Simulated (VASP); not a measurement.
A run of VASP 6.6.1:

File INCAR:

```
PREC = Accurate ; ENCUT = 600
EDIFF = 1E-6 ; ISMEAR = 0
SIGMA = 0.1 ; LREAL = F
LASPH = T ; NELM = 100
ALGO = Normal ; ISIF = 3
LWAVE = F ; LCHARG = F
GGA = PS ; IBRION = 2
NSW = 80 ; EDIFFG = -0.01
```

File KPOINTS:

```
regular mesh
0
Gamma
  14 14 14
```

POSCAR

```
Y
1.0
   -1.9845668035      1.9845668035      1.9845668035
    1.9845668035     -1.9845668035      1.9845668035
    1.9845668035      1.9845668035     -1.9845668035
Y
1
Direct
    0.0000000000      0.0000000000      0.0000000000
```

Potentials or basis: VASP PAW PBE potentials, release 64 (Y_sv).

Command:

```sh
$ cat potpaw_PBE.64/Y_sv/POTCAR > POTCAR
$ mpirun -np 1 vasp_std > vasp.out
```

Hardware: 1 thread of Intel(R) Xeon(R) Platinum 8488C (Sapphire Rapids) (shared host).

Question: Estimate the wall time of this run.

Answer: Wall time 52 s on 1 thread of Intel(R) Xeon(R) Platinum 8488C (Sapphire Rapids) (shared host), peak memory 0.2 GiB. Counts: scf iterations 25, k points 104, ion steps 3.
